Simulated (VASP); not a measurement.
A run of VASP 6.6.1:

Contents of INCAR:

```
SYSTEM = NaF
  ALGO = Normal
  EDIFF = 1E-8
  ENCUT = 520
  GGA = PS
  ISIF = 2
  ISMEAR = -1
  LASPH = .TRUE.
  LCHARG = .FALSE.
  LEFG = .TRUE.
  LREAL = .FALSE.
  LWAVE = .FALSE.
  NBANDS = 14
  NELM = 80
  PREC = Accurate
  SIGMA = 0.03
```

Contents of KPOINTS:

```
k-points
0
G
  9 9 9
  0 0 0
```

Contents of POSCAR:

```
NaF
1.0
    0.0000000000      2.3200000000      2.3200000000
    2.3200000000      0.0000000000      2.3200000000
    2.3200000000      2.3200000000      0.0000000000
Na F
1 1
Direct
   -0.1050000000     -0.1050000000      0.1050000000
    0.6050000000      0.6050000000      0.3950000000
```

Potentials or basis: VASP PAW PBE potentials, release 64 (Na_pv, F).

Launch:

```console
$ cat potpaw_PBE.64/Na_pv/POTCAR potpaw_PBE.64/F/POTCAR > POTCAR
$ mpirun -np 1 vasp_std > vasp.out
```

Hardware: 1 thread of Intel(R) Xeon(R) Platinum 8488C (Sapphire Rapids), on a shared host.

Problem. Estimate the wall time of this run.

Solution. It took 11 s on 1 thread of Intel(R) Xeon(R) Platinum 8488C (Sapphire Rapids), with other jobs on the host, peak memory 0.14 GiB. Counts: scf iterations 15, k points 75.
